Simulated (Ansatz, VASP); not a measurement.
**Ti in VASP and in Ansatz**

The input INCAR:

```
SYSTEM = Ti
ALGO = Fast
EDIFF = 1E-7
ENCUT = 520
ISIF = 2
ISMEAR = 0
LASPH = .TRUE.
LCHARG = .TRUE.
LELF = .TRUE.
LREAL = .FALSE.
LVHAR = .TRUE.
LWAVE = .FALSE.
NBANDS = 12
NELM = 100
PREC = Accurate
SIGMA = 0.15
```

The input KPOINTS:

```
k-points
0
G
  20 20 20
  0 0 0
```

Contents of POSCAR:

```
Ti
1.0
   -1.6410000000      1.6410000000      1.6902300000
    1.6410000000     -1.6410000000      1.6902300000
    1.6410000000      1.6410000000     -1.6902300000
Ti
1
Direct
    0.0000000000      0.0000000000      0.0000000000
```

Input for Ansatz:

```yaml
crystal:
  lattice:
    - [-1.641, 1.641, 1.69023]
    - [1.641, -1.641, 1.69023]
    - [1.641, 1.641, -1.69023]
  atoms:
    - { symbol: Ti, position: [0.0, 0.0, 0.0] }
basis:
  ecutwfc: 420
kpoints:
  mp_grid: { grid: [20, 20, 20] }
hamiltonian:
  xc: lda
scf:
  occupations: { method: gaussian, width: 0.15 }
output:
  forces: true
  stress: true
  eigenvalues: true
```

Change from the starting cell: strain +0.000 along x and y, +0.030 along z, atoms carried along.

Alike in both runs: task single point; functional LDA; k mesh 20 × 20 × 20; occupations gaussian, width 0.15 eV; no spin polarisation.

|  | VASP | Ansatz |
| --- | --- | --- |
| version | VASP 6.6.1 | Ansatz 0.2.0 |
| potentials or method | VASP PAW LDA potentials, release 64 (Ti_sv), cutoff 520 eV | scalar-relativistic, plane waves, PAW |
| valence electrons in the cell | 12 | 12 |

```csv
,VASP,Ansatz,Ansatz less VASP
gap on the k mesh at the Fermi level (eV),none,none,-
pressure (GPa),-13.1,-13.0,+0.03
"traceless stress, the component that is largest in VASP (GPa)",0.41,0.42,+0.007
```

LDA's correlation is that of Perdew and Zunger in VASP and of Perdew and Wang (1992) in Ansatz. A gap of «none» marks a metal or a gap that the smearing closes.
